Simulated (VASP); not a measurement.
# Si2Ni (Fm-3m) in VASP: a series of runs, part 2 of 2

VASP 6.6.1.

**4. Single point, PBE, collinear spin, ferromagnetic start**

Input file INCAR:

```
PREC = Accurate
ENCUT = 520
EDIFF = 1E-6
ISMEAR = 0
SIGMA = 0.15
LREAL = False
LASPH = True
NELM = 150
ALGO = Normal
ISIF = 2
LWAVE = False
LCHARG = False
ISPIN = 2
MAGMOM = 0 0 0.375
LORBIT = 11
NUPDOWN = 0.375
LMAXMIX = 4
GGA = PE
NBANDS = 20
```

Input file KPOINTS:

```
regular mesh
0
Gamma
  14 14 14
```

Input file POSCAR:

```
Si2Ni
1.0
    0.0000000000      2.7231673631      2.7231673631
    2.7231673631      0.0000000000      2.7231673631
    2.7231673631      2.7231673631      0.0000000000
Si Ni
2 1
Direct
    0.2500000000      0.2500000000      0.2500000000
    0.7500000000      0.7500000000      0.7500000000
    0.0000000000      0.0000000000      0.0000000000
```

Potentials or basis: VASP PAW PBE potentials, release 64 (Si, Ni).

Launch:

```console
$ cat potpaw_PBE.64/Si/POTCAR potpaw_PBE.64/Ni/POTCAR > POTCAR
$ mpirun -np 1 vasp_std > vasp.out
```

OUTCAR:

```text
PREC = Accurate
   ENCUT = 520
   EDIFF = 1E-6
   ISMEAR = 0
   LREAL = False
   LASPH = True
   NELM = 150
   ISIF = 2
   ISPIN = 2
   LORBIT = 11
   NUPDOWN = 0.375
   GGA = PE

 ion  position               nearest neighbor table
   1  0.250  0.250  0.250-   3 2.36   3 2.36   3 2.36   3 2.36   2 2.72   2 2.72   2 2.72   2 2.72
                             2 2.72   2 2.72
   2  0.750  0.750  0.750-   3 2.36   3 2.36   3 2.36   3 2.36   1 2.72   1 2.72   1 2.72   1 2.72
                             1 2.72   1 2.72
   3  0.000  0.000  0.000-   2 2.36   2 2.36   2 2.36   1 2.36   2 2.36   1 2.36   1 2.36   1 2.36

[... 1331 lines left out ...]
  energy-cutoff  :      520.00
  volume of cell :       40.39
      direct lattice vectors                 reciprocal lattice vectors
     0.000000000  2.723167363  2.723167363    -0.183609721  0.183609721  0.183609721
     2.723167363  0.000000000  2.723167363     0.183609721 -0.183609721  0.183609721
     2.723167363  2.723167363  0.000000000     0.183609721  0.183609721 -0.183609721

 POSITION                                       TOTAL-FORCE (eV/Angst)
 -----------------------------------------------------------------------------------
      1.36158      1.36158      1.36158        -0.000000     -0.000000      0.000000
      4.08475      4.08475      4.08475         0.000000      0.000000     -0.000000
      0.00000      0.00000      0.00000        -0.000000     -0.000000     -0.000000
 -----------------------------------------------------------------------------------
    total drift:                                0.000000     -0.000000     -0.000000

  FREE ENERGIE OF THE ION-ELECTRON SYSTEM (eV)
  ---------------------------------------------------
  free  energy   TOTEN  =       -17.3094895932 eV

  energy  without entropy=      -17.3000082111  energy(sigma->0) =      -17.30474890

 total charge

# of ion       s       p       d       tot
------------------------------------------
    1        0.745   0.830   0.000   1.575
    2        0.745   0.830   0.000   1.575
    3        0.548   0.765   8.435   9.748
--------------------------------------------------
tot          2.038   2.425   8.435  12.898

 magnetization (x)

# of ion       s       p       d       tot
------------------------------------------
    1        0.030   0.018   0.000   0.048
    2        0.030   0.018   0.000   0.048
    3        0.001   0.017   0.174   0.192
--------------------------------------------------
tot          0.061   0.054   0.174   0.289
```

OSZICAR:

```text
N       E                     dE             d eps       ncg     rms          rms(c)
DAV:   1     0.732078594234E+02    0.73208E+02   -0.71143E+03  8440   0.884E+02
DAV:   2    -0.142261007911E+02   -0.87434E+02   -0.77902E+02  8780   0.198E+02
DAV:   3    -0.191862726036E+02   -0.49602E+01   -0.48245E+01 10092   0.489E+01
DAV:   4    -0.192636505856E+02   -0.77378E-01   -0.77221E-01  9620   0.551E+00
DAV:   5    -0.192653169020E+02   -0.16663E-02   -0.16661E-02 10180   0.893E-01    0.161E+01
DAV:   6    -0.240702873418E+02   -0.48050E+01   -0.31184E+01  9508   0.117E+02    0.248E+01
DAV:   7    -0.174539086334E+02    0.66164E+01   -0.92150E+00 10592   0.722E+01    0.354E+00
DAV:   8    -0.173485241631E+02    0.10538E+00   -0.10887E+00 11180   0.154E+01    0.252E+00
DAV:   9    -0.173104817361E+02    0.38042E-01   -0.20211E-01 10468   0.671E+00    0.612E-01
DAV:  10    -0.173093755132E+02    0.11062E-02   -0.68369E-03 12008   0.117E+00    0.309E-01
DAV:  11    -0.173094896932E+02   -0.11418E-03   -0.78477E-04  9712   0.249E-01    0.111E-01
DAV:  12    -0.173094820495E+02    0.76437E-05   -0.59532E-05 10112   0.576E-02    0.304E-02
DAV:  13    -0.173094883680E+02   -0.63186E-05   -0.76560E-06  9488   0.280E-02    0.165E-02
DAV:  14    -0.173094894959E+02   -0.11279E-05   -0.37357E-06  9532   0.267E-02    0.723E-03
DAV:  15    -0.173094895932E+02   -0.97267E-07   -0.18931E-06  9368   0.156E-02
   1 F= -.17309490E+02 E0= -.17304749E+02  d E =-.948138E-02  mag=     0.3750
```

It took 3.3 min on 1 thread of Intel Xeon 6975P-C, shared host; peak memory 0.27 GiB.

What came out:

```yaml
Free_energy: -17.3095 eV
Pressure: 0.1 GPa
Net_moment: 0.38 μB per cell
Site_moments: Si +0.05; Ni +0.19 μB
Valence_electrons_inside_the_program's_atomic_spheres: Si 1.57; Ni 9.75
```

Caveat: the total moment is fixed, so each spin has its own Fermi level.

**5. Single point, PBE, collinear spin, ferromagnetic start**

This run uses another cell than the first one, of 14.27 Å³/atom, 1.060 times its volume.

Input file INCAR:

```
SYSTEM = Si2Ni
PREC     = Accurate       ! precision mode
ENCUT    = 520            ! plane-wave cutoff, eV
EDIFF    = 1E-6           ! SCF threshold, eV
ISMEAR   = 0              ! smearing method
SIGMA    = 0.15           ! smearing width, eV
LREAL    = .False.        ! projectors in reciprocal space
LASPH    = .True.         ! aspherical terms in the spheres
NELM     = 150            ! most SCF steps
ALGO     = Normal         ! electronic algorithm
ISIF     = 2              ! what is computed and relaxed
LWAVE    = .False.        ! write WAVECAR
LCHARG   = .False.        ! write CHGCAR
ISPIN    = 2              ! spin polarisation
MAGMOM   = 0 0 1          ! initial moments
LORBIT   = 11             ! projections on sites
NUPDOWN  = 1.0            ! fixed moment
LMAXMIX  = 4              ! l up to which the mixer works
GGA      = PE             ! functional
NBANDS   = 20             ! bands
```

Input file KPOINTS:

```
Automatic mesh
0
Gamma
  14 14 14
  0 0 0
```

Input file POSCAR:

```
Si2Ni
1.0
    0.0000000000      2.7765473069      2.7765473069
    2.7765473069      0.0000000000      2.7765473069
    2.7765473069      2.7765473069      0.0000000000
Si Ni
2 1
Direct
    0.2500000000      0.2500000000      0.2500000000
    0.7500000000      0.7500000000      0.7500000000
    0.0000000000      0.0000000000      0.0000000000
```

Launch:

```console
$ cat potpaw_PBE.64/Si/POTCAR potpaw_PBE.64/Ni/POTCAR > POTCAR
$ mpirun -np 1 vasp_std > vasp.out
```

Wall time 2.9 min (1 thread of Intel Xeon 6975P-C, shared host); peak memory 0.28 GiB.

The run converged. Its results:

```yaml
Free_energy: -16.8687 eV
Pressure: -4.4 GPa
Net_moment: 1.00 μB per cell
Site_moments: Si +0.13; Ni +0.45 μB
Valence_electrons_inside_the_program's_atomic_spheres: Si 1.55; Ni 9.60
```

Caveat: the total moment is fixed, so each spin has its own Fermi level.

**6. The runs side by side**

| fixed moment (μB) | cell | pressure (GPa) | moment (μB) |
| --- | --- | --- | --- |
| 0.125 | a = 3.851 Å, angles 60.0°, 3 atoms | -0.1 | 0.12 |
| 0.875 | a = 3.851 Å, angles 60.0°, 3 atoms | 2.6 | 0.87 |
| 0.375 | a = 3.851 Å, angles 60.0°, 3 atoms | 0.1 | 0.38 |
| 1.0 | a = 3.927 Å, angles 60.0°, 3 atoms | -4.4 | 1.00 |

Alike in all rows: task single point; level PBE; potentials or basis VASP PAW PBE potentials, release 64 (Si, Ni); spin collinear, ferromagnetic start; k mesh 14 × 14 × 14; cutoff (eV) 520; smearing gaussian 0.15 eV.

Caveats: the total moment is fixed, so each spin has its own Fermi level.

Total energies depend on the potentials used, so only differences within one code and one set of settings carry meaning.
